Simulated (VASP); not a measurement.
Set up this calculation in VASP 6.6.1, as the native input.

| Item | Value |
| --- | --- |
| Task | single point |
| Functional | PBE |
| Potentials or basis | VASP PAW PBE potentials, release 64 (Lu) |
| Cutoff | 520 eV |
| k mesh | 14 × 14 × 14 |
| Occupations | fermi-dirac, width 0.1 eV |
| Spin | no spin polarisation |
| Dipole correction | no |
| Further INCAR settings | ALGO = Normal; EDIFF = 1e-06; NBANDS = 18 |

The structure of Lu lies in POSCAR:

```
Lu
1.0
   -1.7719502835      1.7719502835      1.7719502835
    1.7719502835     -1.7719502835      1.7719502835
    1.7719502835      1.7719502835     -1.7719502835
Lu
1
Direct
    0.0000000000      0.0000000000      0.0000000000
```

This isn't the form of Lu at room conditions, which is hcp.

The input as run:

INCAR

```
SYSTEM = Lu
ALGO     = Normal         ! electronic algorithm
EDIFF    = 1E-6           ! SCF threshold, eV
ENCUT    = 520            ! plane-wave cutoff, eV
GGA      = PE             ! functional
ISIF     = 2              ! what is computed and relaxed
ISMEAR   = -1             ! smearing method
LASPH    = .TRUE.         ! aspherical terms in the spheres
LCHARG   = .FALSE.        ! write CHGCAR
LREAL    = .FALSE.        ! projectors in reciprocal space
LWAVE    = .FALSE.        ! write WAVECAR
NBANDS   = 18             ! bands
NELM     = 100            ! most SCF steps
PREC     = Accurate       ! precision mode
SIGMA    = 0.1            ! smearing width, eV
```

KPOINTS

```
k-points
0
G
  14 14 14
  0 0 0
```

Potentials or basis: VASP PAW PBE potentials, release 64 (Lu).

Launch:

```sh
$ cat potpaw_PBE.64/Lu/POTCAR > POTCAR
$ mpirun -np 1 vasp_std > vasp.out
```

Results of the run:

The pressure is 20.0 GPa and the band gap on the k mesh is zero (an odd number of electrons rules out a gap without spin polarisation).

Caveat: the cell stands under pressure; spin-orbit coupling is left out, which moves the levels of the heavy elements.

Run time: 52 s on 1 thread of AMD EPYC 7R43 64-Core Processor (Zen 3) (shared host), peak memory 0.14 GiB.
